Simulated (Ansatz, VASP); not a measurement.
## BeTe in VASP and in Ansatz

```xyz
2
Lattice="0.0000 2.8135 2.8135 2.8135 0.0000 2.8135 2.8135 2.8135 0.0000" Properties=species:S:1:pos:R:3 pbc="T T T"
Be    0.0000    0.0000    0.0000
Te    4.2202    4.2202    4.2202
```

Alike in both runs: task single point; functional PBE; k mesh 10 × 10 × 10; occupations gaussian, width 0.05 eV; no spin polarisation.

```csv
,VASP,Ansatz
version,VASP 6.6.1,Ansatz 0.2.0
potentials or method,"VASP PAW PBE potentials, release 64 (Be, Te), cutoff 520 eV","scalar-relativistic, plane waves, PAW"
valence electrons in the cell,8,18
```

Ansatz gave:

```
gap on the k mesh at the Fermi level (eV) : 1.98
least direct gap on the mesh (eV)         : 3.63
pressure (GPa)                            : 1.1
```

Question: What did VASP give for the same quantities?

Answer: gap on the k mesh at the Fermi level (eV): 1.97; least direct gap on the mesh (eV): 3.61; pressure (GPa): 1.3.

With one functional, cell and mesh, what is left measures potentials, basis and numerics. VASP's potentials hold 8 valence electrons a cell and Ansatz's 18, so a difference there can come from the potentials and not from the codes.

Spin-orbit coupling is off throughout.
